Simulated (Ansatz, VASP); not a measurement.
**MnS in VASP and in Ansatz**

Contents of INCAR:

```
SYSTEM = MnS
PREC     = Accurate       ! precision mode
ENCUT    = 520            ! plane-wave cutoff, eV
EDIFF    = 1E-7           ! SCF threshold, eV
ISMEAR   = 1              ! smearing method
SIGMA    = 0.1            ! smearing width, eV
LREAL    = .FALSE.        ! projectors in reciprocal space
LASPH    = .TRUE.         ! aspherical terms in the spheres
NELM     = 150            ! most SCF steps
ALGO     = Normal         ! electronic algorithm
ISIF     = 2              ! what is computed and relaxed
LWAVE    = .FALSE.        ! write WAVECAR
LCHARG   = .FALSE.        ! write CHGCAR
ISPIN    = 2              ! spin polarisation
MAGMOM   = 5.2 0          ! initial moments
LORBIT   = 11             ! projections on sites
LMAXMIX  = 4              ! l up to which the mixer works
LDAU     = .TRUE.         ! DFT+U
LDAUTYPE = 2            
LDAUL    = 2 -1           ! shell
LDAUU    = 3.5 0          ! U, eV
LDAUJ    = 0 0          
LDAUPRINT= 1            
GGA      = PS             ! functional
NBANDS   = 20             ! bands
```

File KPOINTS:

```
Automatic mesh
0
G
  8 8 8
  0 0 0
```

POSCAR

```
MnS
1.0
    0.0000000000      2.8368463307      2.8368463307
    2.8368463307      0.0000000000      2.8368463307
    2.8368463307      2.8368463307      0.0000000000
Mn S
1 1
Direct
    0.0000000000      0.0000000000      0.0000000000
    0.2500000000      0.2500000000      0.2500000000
```

Input for Ansatz:

```yaml
crystal:
  lattice:
    - [0.0, 2.836846330696496, 2.836846330696496]
    - [2.836846330696496, 0.0, 2.836846330696496]
    - [2.836846330696496, 2.836846330696496, 0.0]
  atoms:
    - { symbol: Mn, position: [0.0, 0.0, 0.0], spin: 5.2 }
    - { symbol: S, position: [0.25, 0.25, 0.25] }
basis:
  ecutwfc: 435.382179935808
kpoints:
  mp_grid:
    grid: [8, 8, 8]
hamiltonian:
  xc: pbesol
  hubbard:
    - { species: Mn, l: d, u_eff: 3.5 }
magnetization:
  spin_polarized: true
scf:
  max_iter: 200
  convergence:
    dr2_threshold: 1.0e-05
  occupations:
    method: cold
  initial_density:
    normalization: atom
```

Alike in both runs: task single point; functional PBEsol; k mesh 8 × 8 × 8; collinear spin; Hubbard terms Mn d U = 3.5 eV.

|  | VASP | Ansatz |
| --- | --- | --- |
| version | VASP 6.6.1 | Ansatz 0.2.0 |
| potentials or method | VASP PAW PBE potentials, release 64 (Mn_pv, S), cutoff 520 eV | plane waves, PAW |
| occupations | methfessel-paxton of order 1, width 0.1 eV | cold |
| valence electrons in the cell | 19 | 21 |

```tsv
	VASP	Ansatz	Ansatz less VASP
net moment per atom (μB)	2.50	2.50	0.000
size of the moment on the site where the two differ most (μB)	4.56	4.37	-0.195
```

VASP's potentials were made for PBE, not for PBEsol. Site moments also hang on the region over which each program counts them. The programs project onto different local orbitals, so the same U acts differently, and such runs can settle in different states. VASP's potentials hold 19 valence electrons a cell and Ansatz's 21, so a difference there can come from the potentials and not from the codes. Ansatz's warnings: given moment on shells, stability check not made.
